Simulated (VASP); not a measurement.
Wanted: the native input for a VASP 6.6.1 run.

```
Task                   : single point
Functional             : PBE
Potentials or basis    : VASP PAW PBE potentials, release 64 (Cd, Te)
Cutoff                 : 520 eV
k mesh                 : 8 × 8 × 8
Occupations            : gaussian, width 0.05 eV
Spin                   : no spin polarisation
Dipole correction      : no
Further INCAR settings : ALGO = Normal; EDIFF = 1e-06; NBANDS = 16
```

The structure of CdTe lies in POSCAR:

```
CdTe
1.0
    0.0000000000      3.0160204726      3.6192245671
    3.0160204726      0.0000000000      3.6192245671
    3.0160204726      3.0160204726      0.0000000000
Cd Te
1 1
Direct
    0.0000000000      0.0000000000      0.0000000000
    0.7500000000      0.7500000000      0.7500000000
```

This cell differs from its parent crystal: ratio of the length along z to the lengths across it x 1.2, volume and fractional coordinates fixed.

One way to write it, as run:

INCAR

```
PREC = Accurate
ENCUT = 520
EDIFF = 1E-6
ISMEAR = 0
SIGMA = 0.05
LREAL = False
LASPH = True
NELM = 80
ALGO = Normal
ISIF = 2
LWAVE = False
LCHARG = True
GGA = PE
LELF = True
LVHAR = True
NBANDS = 16
```

KPOINTS

```
regular mesh
0
Gamma
  8 8 8
```

Potentials or basis: VASP PAW PBE potentials, release 64 (Cd, Te).

Command:

```sh
$ cat potpaw_PBE.64/Cd/POTCAR potpaw_PBE.64/Te/POTCAR > POTCAR
$ mpirun -np 1 vasp_std > vasp.out
```

It gave:

| Quantity | Value |
| --- | --- |
| Pressure | 3.8 GPa |
| Band gap on the k mesh | 0.44 eV, direct |

Caveat: spin-orbit coupling is left out, which moves the levels of the heavy elements.

Run time: 27 s on 1 thread of AMD EPYC 9R45 96-Core Processor (Zen 5), on a shared host, peak memory 0.2 GiB.
